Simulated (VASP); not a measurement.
WS2 (Tungstenite):

```
W S
1.0
     3.13702    0.00000    0.00000
    -1.56851    2.71674    0.00000
     0.00000    0.00000   12.33106
W S
2 4
Direct
  0.66667 0.33333 0.75000
  0.33333 0.66667 0.25000
  0.66667 0.33333 0.37500
  0.33333 0.66667 0.87500
  0.66667 0.33333 0.12500
  0.33333 0.66667 0.62500
```

Base run:

- Program: VASP 6.6.1
- Functional: PBE
- Potentials or basis: VASP PAW PBE potentials, release 64 (W_sv, S)
- Cutoff: 520 eV
- k mesh: 10 × 10 × 3
- Occupations: fermi-dirac, width 0.05 eV
- Spin: no spin polarisation

Its results: band gap on the k mesh 1.10 eV, indirect (least direct gap 2.20 eV); pressure 9.5 GPa; largest force 0.893 eV/Å.

Problem. The run is repeated on the same cell with these changes: dispersion from none to D3(BJ). What comes out?

Solution. Band gap on the k mesh 1.10 eV, indirect (least direct gap 2.20 eV); pressure 5.4 GPa; largest force 0.901 eV/Å.

Dispersion adds attraction, which lowers the pressure at fixed volume and, as a term added to the energy, leaves the levels alone.

Caveats: spin-orbit coupling is left out, which moves the levels of the heavy elements; this functional lacks dispersion, which binds the layers, so the pressure and a relaxed spacing across them are unreliable (some runs).

A k mesh can miss the band edges.
